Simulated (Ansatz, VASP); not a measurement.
## LiH: VASP beside Ansatz

File POSCAR:

```
LiH
1.0
    0.0000000000      2.1451220099      2.1451220099
    2.1451220099      0.0000000000      2.1451220099
    2.1451220099      2.1451220099      0.0000000000
Li H
1 1
Direct
    0.0000000000      0.0000000000      0.0000000000
    0.2500000000      0.2500000000      0.2500000000
```

The input INCAR.step1:

```
PREC = Accurate ; ENCUT = 830
ISMEAR = -5 ; SIGMA = 0.1
LREAL = F ; LASPH = T
NELM = 120 ; NBANDS = 9
GGA = PE ; ALGO = Normal
EDIFF = 1E-5 ; LWAVE = T
LCHARG = F ; GGA_COMPAT = F
```

The input INCAR.step2:

```
PREC = Accurate ; ENCUT = 830
EDIFF = 1E-6 ; ISMEAR = -5
SIGMA = 0.1 ; LREAL = F
LASPH = T ; NELM = 120
ALGO = Normal ; ISIF = 2
LWAVE = F ; LCHARG = F
METAGGA = R2SCAN ; LMIXTAU = T
NBANDS = 9 ; ISTART = 1
GGA_COMPAT = F
```

The input KPOINTS:

```
regular mesh
0
Gamma
  8 8 8
```

Input for Ansatz:

```yaml
crystal:
  lattice:
    - [0.0, 2.1451220099, 2.1451220099]
    - [2.1451220099, 0.0, 2.1451220099]
    - [2.1451220099, 2.1451220099, 0.0]
  atoms:
    - { symbol: Li, position: [0.0, 0.0, 0.0] }
    - { symbol: H, position: [0.25, 0.25, 0.25] }
kpoints:
  mp_grid: { grid: [8, 8, 8] }
hamiltonian:
  xc: r2scan
scf:
  occupations: { method: tetrahedron }
  n_extra_bands: 4
output:
  forces: true
  stress: true
  eigenvalues: true
```

Alike in both runs: task single point; functional r2SCAN; k mesh 8 × 8 × 8; occupations tetrahedron; no spin polarisation.

|  | VASP | Ansatz |
| --- | --- | --- |
| version | VASP 6.6.1 | Ansatz 0.2.0 |
| potentials or method | VASP PAW PBE potentials, release 64 (Li_sv, H) | plane waves |
| plane-wave cutoff (eV) | 830 | 500 |
| valence electrons in the cell | 4 | 4 |

```tsv
	VASP	Ansatz	Ansatz less VASP
gap on the k mesh at the Fermi level (eV)	4.78	4.72	-0.066
pressure (GPa)	-0.1	0.0	+0.15
```

VASP's potentials were made for PBE, not for r2SCAN. With one functional, cell and mesh, what is left measures potentials, basis and numerics. Ansatz's warnings: band table not solved further, tetrahedron derivatives may miss energy slope.
